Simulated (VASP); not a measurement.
Write the native input for VASP 6.6.1 that does the following.

- Task: single point
- Functional: PBEsol
- Potentials or basis: VASP PAW PBE potentials, release 64 (Ta_pv, O)
- Cutoff: 520 eV
- k mesh: 8 × 8 × 4
- Occupations: fermi-dirac, width 0.05 eV
- Spin: no spin polarisation
- Dipole correction: no
- Further INCAR settings: ALGO = Normal; EDIFF = 1e-06; NBANDS = 33

The structure of Ta4O lies in POSCAR:

```
Ta4O
1.0
    3.2114528295      0.0000000000      0.0000000000
    0.0000000000      3.2114528295      0.0000000000
    0.0000000000      0.0000000000      7.3413282354
Ta O
4 1
Direct
    0.0000000000      0.0000000000      0.0000000000
    0.5000000000      0.5000000000      0.2167007411
    0.5000000000      0.5000000000      0.7832992589
    0.0000000000      0.0000000000      0.5000000000
    0.5000000000      0.5000000000      0.5000000000
```

One way to write it, as run:

INCAR

```
PREC     = Accurate       # precision mode
ENCUT    = 520            # plane-wave cutoff, eV
EDIFF    = 1E-6           # SCF threshold, eV
ISMEAR   = -1             # smearing method
SIGMA    = 0.05           # smearing width, eV
LREAL    = False          # projectors in reciprocal space
LASPH    = True           # aspherical terms in the spheres
NELM     = 100            # most SCF steps
ALGO     = Normal         # electronic algorithm
ISIF     = 2              # what is computed and relaxed
LWAVE    = False          # write WAVECAR
LCHARG   = True           # write CHGCAR
GGA      = PS             # functional
LELF     = True           # ELF
LVHAR    = True         
NBANDS   = 33             # bands
```

KPOINTS

```
Automatic mesh
0
Gamma
  8 8 4
```

Potentials or basis: VASP PAW PBE potentials, release 64 (Ta_pv, O).

The run is started by

```sh
$ cat potpaw_PBE.64/Ta_pv/POTCAR potpaw_PBE.64/O/POTCAR > POTCAR
$ mpirun -np 1 vasp_std > vasp.out
```

Results of the run:

```
Pressure               : 0.4 GPa
Largest force          : 0.036 eV/Å
Band gap on the k mesh : zero (band 25 reaches 6.96 eV, above the bottom of band 26 at 6.11 eV)
```

Caveat: the PAW data sets were made with another functional, which shifts forces and pressure a little; spin-orbit coupling is left out, which moves the levels of the heavy elements.

It took 39 s on 1 thread of Intel(R) Xeon(R) 6975P-C (Granite Rapids), on a shared host, peak memory 0.23 GiB.
